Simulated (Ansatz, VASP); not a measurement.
# One calculation of SnO, two programs

Contents of INCAR:

```
SYSTEM = SnO
PREC = Accurate
ENCUT = 520
EDIFF = 1E-7
ISMEAR = 0
SIGMA = 0.05
LREAL = .False.
LASPH = .True.
NELM = 60
ALGO = Normal
ISIF = 2
LWAVE = .False.
LCHARG = .False.
LDIPOL = .True.
IDIPOL = 3
DIPOL = 0.5 0.5 0.401
GGA = PE
IVDW = 12
NBANDS = 50
```

Contents of KPOINTS:

```
Automatic mesh
0
Gamma
  7 7 1
  0 0 0
```

The input POSCAR:

```
SnO
1.0
    3.8201631401      0.0000000000      0.0000000000
    0.0000000000      3.8201631401      0.0000000000
    0.0000000000      0.0000000000     22.2260824966
Sn O
4 4
Direct
    0.7500000000      0.2500000000      0.2024648294
    0.2500000000      0.7500000000      0.3087832167
    0.3750000000      1.0000000000      0.4932511724
   -0.1250000000      1.5000000000      0.5995695597
    0.2500000000      0.2500000000      0.2556240230
    0.7500000000      0.7500000000      0.2556240230
   -0.1250000000      1.0000000000      0.5464103660
    0.3750000000      1.5000000000      0.5464103660
```

Input for Ansatz:

```yaml
crystal:
  lattice:
    - [3.8201631401, 0.0, 0.0]
    - [0.0, 3.8201631401, 0.0]
    - [0.0, 0.0, 22.2260824966]
  atoms:
    - { symbol: Sn, position: [0.75, 0.25, 0.2024648294] }
    - { symbol: O, position: [0.25, 0.25, 0.255624023] }
    - { symbol: O, position: [0.75, 0.75, 0.255624023] }
    - { symbol: Sn, position: [0.25, 0.75, 0.3087832167] }
    - { symbol: Sn, position: [0.375, 1.0, 0.4932511724] }
    - { symbol: O, position: [-0.125, 1.0, 0.546410366] }
    - { symbol: O, position: [0.375, 1.5, 0.546410366] }
    - { symbol: Sn, position: [-0.125, 1.5, 0.5995695597] }
basis:
  ecutwfc: 420
kpoints:
  mp_grid: { grid: [7, 7, 1] }
hamiltonian:
  xc: pbe
  pseudopotentials: { kind: paw, azcp: { folder: soft_1 } }
  dispersion: d3bj
scf:
  occupations: { method: gaussian, width: 0.05 }
output:
  forces: true
  eigenvalues: true
efield:
  axis: 3
  dipole_correction: true
  ramp_width: 0.04
```

Alike in both runs: task single point; functional PBE; dispersion D3(BJ); k mesh 7 × 7 × 1; occupations gaussian, width 0.05 eV; no spin polarisation.

```csv
,VASP,Ansatz
version,VASP 6.6.1,Ansatz 0.2.0
potentials or method,"VASP PAW PBE potentials, release 64 (Sn_d, O), cutoff 520 eV","scalar-relativistic, plane waves, PAW"
valence electrons in the cell,80,80
```

Ansatz gave:

```
gap on the k mesh at the Fermi level (eV) : 2.42
least direct gap on the mesh (eV)         : 2.58
rms of the force components (eV/Å)        : 0.017
```

Which values does VASP return?

gap on the k mesh at the Fermi level (eV): 2.41; least direct gap on the mesh (eV): 2.54; rms of the force components (eV/Å): 0.036.
